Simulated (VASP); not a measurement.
Crystal: SrO.

```
Sr O
1.0
     0.00000    2.58378    2.58378
     2.58378    0.00000    2.58378
     2.58378    2.58378    0.00000
Sr O
1 1
Cartesian
  2.5838 2.5838 2.5838
  0.0000 0.0000 0.0000
```

Base run:

| Item | Value |
| --- | --- |
| Program | VASP 6.6.1 |
| Functional | PBE |
| Potentials or basis | VASP PAW PBE potentials, release 64 (Sr_sv, O) |
| Cutoff | 600 eV |
| k mesh | 6 × 6 × 6 |
| Occupations | gaussian, width 0.01 eV |
| Spin | no spin polarisation |

Its results: band gap on the k mesh 3.27 eV, indirect (least direct gap 3.37 eV); pressure 1.8 GPa.

Question: The run is repeated on the same cell with these changes: k mesh from 6 × 6 × 6 to 2 × 2 × 2. What comes out?

Answer: Band gap on the k mesh 3.06 eV, indirect (least direct gap 3.17 eV); pressure 2.3 GPa.

Caveats: some runs use coarse meshes.

A k mesh can miss the band edges.
